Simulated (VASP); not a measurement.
# Fe: single point with LDA

The system is Fe.

```
Fe
1.0
    -1.41354    1.41354    1.41354
     1.41354   -1.41354    1.41354
     1.41354    1.41354   -1.41354
Fe
1
Direct
  0.00000 0.00000 0.00000
```

This cell differs from its parent crystal: volume scaled by 0.94.

* Program: VASP 6.6.1
* Task: single point
* Functional: LDA
* Potentials or basis: VASP PAW LDA potentials, release 64 (Fe)
* Cutoff: 520 eV
* k mesh: 13 × 13 × 13
* Occupations: fermi-dirac, width 0.05 eV
* Spin: collinear spin, ferromagnetic start
* Starting moments: [3.0] μB

- Pressure: -18.4 GPa
- Net moment: 2.06 μB per cell
- Site moments: Fe +2.04 μB
- Valence electrons inside the program's atomic spheres: Fe 7.29

Levels at points of the mesh, in eV from the Fermi level:
Spin up:
```tsv
k point	band 2	band 3	band 4	band 5	band 6	band 7	band 8	band 9
(0.00, 0.00, 0.00)	-2.31	-2.31	-2.31	-0.95	-0.95	24.90	24.90	24.90
```
Spin down:
| k point | band 1 | band 2 | band 3 | band 4 | band 5 | band 6 | band 7 | band 8 |
| --- | --- | --- | --- | --- | --- | --- | --- | --- |
| (0.00, 0.00, 0.00) | -8.23 | -0.62 | -0.62 | -0.62 | 1.24 | 1.24 | 25.04 | 25.04 |

It took 15 s on 1 thread of Intel Xeon 6975P-C (shared host), peak memory 0.13 GiB.
